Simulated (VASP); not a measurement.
Write the native input for VASP 6.6.1 that does the following.

```
Task                   : single point
Functional             : PBE
Potentials or basis    : VASP PAW PBE potentials, release 64 (Zn, S)
Cutoff                 : 520 eV
k mesh                 : 8 × 8 × 8
Occupations            : fermi-dirac, width 0.02 eV
Spin                   : no spin polarisation
Dipole correction      : no
Further INCAR settings : ALGO = Normal; EDIFF = 1e-06; NBANDS = 36
```

The structure of ZnS lies in POSCAR:

```
ZnS
1.0
    1.9059369819      1.1032484260      9.3548590261
   -1.9009916365      1.0946828366      9.3548590261
   -0.0049453453     -2.1979312626      9.3548590261
Zn S
3 3
Direct
    0.9993087102      1.0006582266      0.9999799789
    0.2226380282      0.2219219580      0.2222903944
    0.4444205077      0.4447191624      0.4445597807
    0.0820730002      0.0844638015      0.0832518585
    0.5291872228      0.5264601943      0.5278406480
    0.3056985309      0.3051026572      0.3054033396
```

This cell differs from its parent crystal: shear xy strain +0.5%.

These files were run (other wordings do the same):

INCAR

```
PREC = Accurate
ENCUT = 520
EDIFF = 1E-6
ISMEAR = -1
SIGMA = 0.02
LREAL = False
LASPH = True
NELM = 80
ALGO = Normal
ISIF = 2
LWAVE = False
LCHARG = False
GGA = PE
NBANDS = 36
```

KPOINTS

```
regular mesh
0
Gamma
  8 8 8
```

Potentials or basis: VASP PAW PBE potentials, release 64 (Zn, S).

Run with:

```bash
$ cat potpaw_PBE.64/Zn/POTCAR potpaw_PBE.64/S/POTCAR > POTCAR
$ mpirun -np 1 vasp_std > vasp.out
```

Results of the run:

- Pressure: 2.4 GPa
- Band gap on the k mesh: 2.19 eV

Caveat: the cell differs from its parent crystal (shear xy strain +0.5%).

Run time: 2.2 h on 1 thread of Oxide Virtual Turin-like Processor (shared host), peak memory 1.2 GiB.
